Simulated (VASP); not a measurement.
# CdSe (P6_3mc) in VASP: notebook

The runs below take CdSe through single point, relaxation of cell and atoms, with r2SCAN.

All numbers are computed with VASP 6.6.1; they aren't measurements. Logs are shortened: lines on timing, memory, paths and dates and some standing lists are left out, and cuts for length are marked.

### 1 The cell of the first run

Symmetry: P6_3mc, No. 186, hexagonal system. Conventional cell: a = 4.341 Å, b = 4.341 Å, c = 7.077 Å, α = 90.00°, β = 90.00°, γ = 120.00°. Within 3.5 Å of Cd (site symmetry 3m) lie 4 Se at 2.66 Å. Se (site symmetry 3m) has 4 Cd at 2.66 Å within 3.5 Å.

### 2 Single point, r2SCAN

File POSCAR:

```
CdSe
1.0
    4.3407236659      0.0000000000      0.0000000000
   -2.1703618329      3.7591769655      0.0000000000
    0.0000000000      0.0000000000      7.0766459782
Cd Se
2 2
Direct
    0.3333333333      0.6666666667     -0.0004760038
    0.6666666667      0.3333333333      0.4995239962
    0.3333333333      0.6666666667      0.3754760038
    0.6666666667      0.3333333333      0.8754760038
```

File INCAR.step1:

```
PREC     = Accurate       # precision mode
ENCUT    = 520            # plane-wave cutoff, eV
ISMEAR   = 0              # smearing method
SIGMA    = 0.01           # smearing width, eV
LREAL    = F              # projectors in reciprocal space
LASPH    = T              # aspherical terms in the spheres
NELM     = 60             # most SCF steps
NBANDS   = 26             # bands
GGA      = PE             # functional
ALGO     = Normal         # electronic algorithm
EDIFF    = 1E-4           # SCF threshold, eV
LWAVE    = T              # write WAVECAR
LCHARG   = F              # write CHGCAR
```

File INCAR.step2:

```
PREC     = Accurate       # precision mode
ENCUT    = 520            # plane-wave cutoff, eV
EDIFF    = 1E-7           # SCF threshold, eV
ISMEAR   = 0              # smearing method
SIGMA    = 0.01           # smearing width, eV
LREAL    = F              # projectors in reciprocal space
LASPH    = T              # aspherical terms in the spheres
NELM     = 60             # most SCF steps
ALGO     = Normal         # electronic algorithm
ISIF     = 2              # what is computed and relaxed
LWAVE    = F              # write WAVECAR
LCHARG   = T              # write CHGCAR
METAGGA  = R2SCAN         # meta-GGA
LMIXTAU  = T            
LELF     = T              # ELF
LVHAR    = T            
NBANDS   = 26             # bands
ISTART   = 1
```

File KPOINTS:

```
regular mesh
0
Gamma
  12 12 4
```

Potentials or basis: VASP PAW PBE potentials, release 64 (Cd, Se).

On the command line:

```bash
$ cat potpaw_PBE.64/Cd/POTCAR potpaw_PBE.64/Se/POTCAR > POTCAR
$ cp INCAR.step1 INCAR
$ mpirun -np 1 vasp_std > vasp.out
$ cp INCAR.step2 INCAR
$ mpirun -np 1 vasp_std > vasp.out
```

OUTCAR:

```text
PREC = Accurate
   ENCUT = 520
   EDIFF = 1E-7
   ISMEAR = 0
   LREAL = F
   LASPH = T
   NELM = 60
   ISIF = 2
   METAGGA = R2SCAN
   ISTART = 1

 ion  position               nearest neighbor table
   1  0.333  0.667  1.000-   4 2.66   4 2.66   4 2.66   3 2.66
   2  0.667  0.333  0.500-   3 2.66   3 2.66   3 2.66   4 2.66
   3  0.333  0.667  0.375-   2 2.66   2 2.66   2 2.66   1 2.66
   4  0.667  0.333  0.875-   1 2.66   1 2.66   1 2.66   2 2.66

  LATTYP: Found a hexagonal cell.
 ALAT       =     4.3407236659
 C/A-ratio  =     1.6302917492

  Lattice vectors:

 A1 = (   4.3407236659,   0.0000000000,   0.0000000000)
 A2 = (  -2.1703618329,   3.7591769655,   0.0000000000)
 A3 = (   0.0000000000,   0.0000000000,   7.0766459782)

Analysis of symmetry for initial positions (statically):
=====================================================================
 Subroutine PRICEL returns:
 Original cell was already a primitive cell.

 Routine SETGRP: Setting up the symmetry group for a
 hexagonal supercell.

 Subroutine GETGRP returns: Found 12 space group operations
 (whereof  6 operations were pure point group operations)
 out of a pool of 24 trial point group operations.

The static configuration has the point symmetry C_3v.
 The point group associated with its full space group is C_6v.

Analysis of symmetry for dynamics (positions and initial velocities):
=====================================================================
 Subroutine PRICEL returns:
 Original cell was already a primitive cell.

 Routine SETGRP: Setting up the symmetry group for a
 hexagonal supercell.

 Subroutine GETGRP returns: Found 12 space group operations
 (whereof  6 operations were pure point group operations)
 out of a pool of 24 trial point group operations.

The dynamic configuration has the point symmetry C_3v.
 The point group associated with its full space group is C_6v.

 Subroutine INISYM returns: Found 12 space group operations
 (whereof  6 operations are pure point group operations),
 and found     1 'primitive' translations

----------------------------------------------------------------------------------------

                                     Primitive cell

  volume of cell :     115.4735

  direct lattice vectors                    reciprocal lattice vectors
     4.340723666  0.000000000  0.000000000     0.230376333  0.133007838  0.000000000
    -2.170361833  3.759176966  0.000000000     0.000000000  0.266015676  0.000000000
     0.000000000  0.000000000  7.076645978     0.000000000  0.000000000  0.141309881

  length of vectors
     4.340723666  4.340723666  7.076645978     0.266015676  0.266015676  0.141309881

  position of ions in fractional coordinates (direct lattice)
     0.333333333  0.666666667  0.999523996
     0.666666667  0.333333333  0.499523996
     0.333333333  0.666666667  0.375476004
     0.666666667  0.333333333  0.875476004

  ion indices of the primitive-cell ions
   primitive index   ion index
                 1           1
                 2           2
                 3           3
                 4           4

----------------------------------------------------------------------------------------

 KPOINTS: regular mesh

Automatic generation of k-mesh.
 Grid dimensions read from file:
 generate k-points for:   12   12    4

 Generating k-lattice:

  Cartesian coordinates                     Fractional coordinates (reciprocal lattice)
     0.019198028  0.011083986  0.000000000     0.083333333  0.000000000  0.000000000
     0.000000000  0.022167973  0.000000000     0.000000000  0.083333333  0.000000000
     0.000000000  0.000000000  0.035327470     0.000000000  0.000000000  0.250000000

  Length of vectors
     0.022167973  0.022167973  0.035327470

  Shift w.r.t. Gamma in fractional coordinates (k-lattice)
     0.000000000  0.000000000  0.000000000

 Subroutine IBZKPT returns following result:
 ===========================================

 Found     57 irreducible k-points:

 Following reciprocal coordinates:
            Coordinates               Weight
  0.000000  0.000000  0.000000      1.000000
  0.083333  0.000000  0.000000      6.000000
  0.166667  0.000000  0.000000      6.000000
  0.250000  0.000000  0.000000      6.000000
  0.333333 -0.000000  0.000000      6.000000
  0.416667 -0.000000  0.000000      6.000000
[... 16 lines left out ...]
  0.250000  0.000000  0.250000     12.000000
  0.333333 -0.000000  0.250000     12.000000
 [... further k-points ...]
   k-points           NKPTS =     57   k-points in BZ     NKDIM =     57   number of bands    NBANDS=     26
   number of dos      NEDOS =    301   number of ions     NIONS =      4
   total plane-waves  NPLWV =  55296
   dimension x,y,z NGX =    32 NGY =   32 NGZ =   54
   dimension x,y,z NGXF=    64 NGYF=   64 NGZF=  108
   ions per type =               2   2
   NGX,Y,Z   is equivalent  to a cutoff of  12.26, 12.26, 12.69 a.u.
   NGXF,Y,Z  is equivalent  to a cutoff of  24.51, 24.51, 25.37 a.u.
 SYSTEM =  unknown system
   PREC   = accura    normal or accurate (medium, high low for compatibility)
   ISTART =      1    job   : 0-new  1-cont  2-samecut
   ICHARG =      0    charge: 1-file 2-atom 10-const
   ISPIN  =      1    spin polarized calculation?
   LNONCOLLINEAR =      F non collinear calculations
   LSORBIT =      F    spin-orbit coupling
   LASPH  =      T    aspherical Exc in radial PAW
   ENCUT  =  520.0 eV  38.22 Ry    6.18 a.u.   8.07  8.07 13.16*2*pi/ulx,y,z
   NELM   =     60;   NELMIN=  2; NELMDL=  0     # of ELM steps
   EDIFF  = 0.1E-06   stopping-criterion for ELM
   LREAL  =      F    real-space projection
   EDIFFG = 0.1E-05   stopping-criterion for IOM
   NSW    =      0    number of steps for IOM
   IBRION =     -1    ionic relax: 0-MD 1-quasi-New 2-CG
   NFREE  =      0    steps in history (QN), initial steepest desc. (CG)
   ISIF   =      2    stress and relaxation
   ISYM   =      2    0-nonsym 1-usesym 2-fastsym
   POTIM  = 0.5000    time-step for ionic-motion
   TEBEG  =    0.0;   TEEND  =   0.0 temperature during run
   PSTRESS=    0.0 pullay stress
   NELECT =      36.0000    total number of electrons
   NUPDOWN=      -1.0000    fix difference up-down
   EMIN   =  10.00;   EMAX   =-10.00  energy-range for DOS
   EFERMI =   0.00;   METHOD = LEGACY
   ISMEAR =     0;   SIGMA  =   0.01  broadening in eV -4-tet -1-fermi 0-gaus
   EFERMI_NEDOS =   21; number of points for ismear=-14 and -15
   IALGO  =     38    algorithm
   IMIX   =      4    mixing-type and parameters
     AMIX     =   0.40;   BMIX     =  1.00
     AMIX_MAG =   1.60;   BMIX_MAG =  1.00
  volume/ion in A,a.u.               =      28.87       194.81
  Fermi-wavevector in a.u.,A,eV,Ry     =   1.110064  2.097718 16.765686  1.232243
  Thomas-Fermi vector in A             =   2.246612
   LORBIT       =      0    0 simple, 1 ext, 2 COOP (PROOUT), +10 PAW based schemes
   METAGGA = R2SCAN    functional components
   LHFCALC =     F    Hartree Fock is set to
   AEXX    =    0.0000 exact exchange contribution
   IVDW    =     0    specifies the selected vdW correction
   LEPSILON=     F    determine dielectric tensor
   LRPA    =     F    only Hartree local field effects (RPA)
 non-spin polarized calculation
 Gauss-broadening in eV      SIGMA  =   0.01
  energy-cutoff  :      520.00
  volume of cell :      115.47
 maximum number of plane-waves:      3130
   NGX = 17   NGY = 17   NGZ = 27

 number of electron      36.0000000 magnetization

 Free energy of the ion-electron system (eV)
  ---------------------------------------------------
  ext. energy  EPLUGINS =         0.00000000
  ---------------------------------------------------
  free energy    TOTEN  =       -71.83288709 eV

  energy without entropy =      -71.83288709  energy(sigma->0) =      -71.83288709

 E-fermi :   0.4859     XC(G=0):  -9.2968

 val. band max:        0.4420113049   @ k =   0.0000   0.0000   0.0000
 cond. band min:       1.5365432993   @ k =   0.0000   0.0000   0.0000
 fundamental gap:      1.0945319944
 Fermi energy:         0.4858561625

 k-point     1 :       0.0000    0.0000    0.0000
  band No.  band energies     occupation
      1     -12.4356      2.00000
      2     -12.0731      2.00000
      3      -7.6323      2.00000
      4      -7.6266      2.00000
      5      -7.6265      2.00000
      6      -7.5580      2.00000
[... 18 lines left out ...]
     25       7.9933      0.00000
     26       8.4992      0.00000

 k-point     2 :       0.0833    0.0000    0.0000
  band No.  band energies     occupation
      1     -12.4146      2.00000
      2     -12.0634      2.00000
      3      -7.6264      2.00000
      4      -7.6187      2.00000
      5      -7.6087      2.00000
      6      -7.5485      2.00000
[... 18 lines left out ...]
     25       8.1605      0.00000
     26       8.3615      0.00000

 k-point     3 :       0.1667    0.0000    0.0000
  band No.  band energies     occupation
      1     -12.3562      2.00000
      2     -12.0378      2.00000
      3      -7.6073      2.00000
      4      -7.5984      2.00000
      5      -7.5588      2.00000
      6      -7.5189      2.00000
[... 18 lines left out ...]
     25       8.0633      0.00000
     26       8.6226      0.00000

 k-point     4 :       0.2500    0.0000    0.0000
  band No.  band energies     occupation
      1     -12.2729      2.00000
      2     -12.0054      2.00000
      3      -7.5836      2.00000
      4      -7.5735      2.00000
      5      -7.4942      2.00000
      6      -7.4792      2.00000
[... 18 lines left out ...]
     25       8.3990      0.00000
     26       8.8764      0.00000
[... 496 lines left out ...]
      1     -12.3084      2.00000
      2     -12.0828      2.00000
      3      -7.5909      2.00000
      4      -7.5881      2.00000
      5      -7.5422      2.00000
      6      -7.5318      2.00000
[... 18 lines left out ...]
     25       8.2137      0.00000
     26       8.3038      0.00000

 k-point    23 :       0.2500    0.0000    0.2500
  band No.  band energies     occupation
      1     -12.2319      2.00000
      2     -12.0423      2.00000
      3      -7.5705      2.00000
      4      -7.5603      2.00000
      5      -7.5050      2.00000
      6      -7.4936      2.00000
[... 18 lines left out ...]
     25       8.3082      0.00000
     26       8.9344      0.00000

 k-point    24 :       0.3333   -0.0000    0.2500
  band No.  band energies     occupation
      1     -12.1509      2.00000
      2     -12.0055      2.00000
      3      -7.5550      2.00000
      4      -7.5362      2.00000
      5      -7.4718      2.00000
      6      -7.4564      2.00000
[... 18 lines left out ...]
     25       8.4058      0.00000
     26       9.5515      0.00000

 [... further k-points ...]

------------------------ aborting loop because EDIFF is reached ----------------------------------------

  FORCE on cell =-STRESS in cart. coord.  units (eV):
  Direction    XX          YY          ZZ          XY          YZ          ZX
  --------------------------------------------------------------------------------------
  -------------------------------------------------------------------------------------
  Total        0.1643103      0.1643103      0.1866513      0.0000000     -0.0000000      0.0000000
  in kB        2.2797807      2.2797807      2.5897586      0.0000000     -0.0000000      0.0000000
  external PRESSURE =       2.3831066 kB  Pullay stress =       0.0000000 kB

 VOLUME and BASIS-vectors are now :
 -----------------------------------------------------------------------------
  energy-cutoff  :      520.00
  volume of cell :      115.47
      direct lattice vectors                 reciprocal lattice vectors
     4.340723666  0.000000000  0.000000000     0.230376333  0.133007838  0.000000000
    -2.170361833  3.759176966  0.000000000     0.000000000  0.266015676  0.000000000
     0.000000000  0.000000000  7.076645978     0.000000000  0.000000000  0.141309881

 POSITION                                       TOTAL-FORCE (eV/Angst)
 -----------------------------------------------------------------------------------
     -0.00000      2.50612      7.07328        -0.000000      0.000000     -0.000563
      2.17036      1.25306      3.53495         0.000000     -0.000000     -0.000563
     -0.00000      2.50612      2.65711         0.000000      0.000000      0.000563
      2.17036      1.25306      6.19543         0.000000     -0.000000      0.000563
 -----------------------------------------------------------------------------------
    total drift:                               -0.000000      0.000000     -0.003040

  FREE ENERGIE OF THE ION-ELECTRON SYSTEM (eV)
  ---------------------------------------------------
  free  energy   TOTEN  =       -71.8328870919 eV

  energy  without entropy=      -71.8328870919  energy(sigma->0) =      -71.83288709
```

It took 13 min on 1 thread of Intel Xeon 8259CL, shared host; peak memory 0.34 GiB.

Results:

```
Free energy            : -71.8329 eV
Pressure               : 0.2 GPa
Band gap on the k mesh : 1.09 eV
```

Caveat: the PAW data sets were made with another functional, which shifts forces and pressure a little.

[end of part 1 of 2]
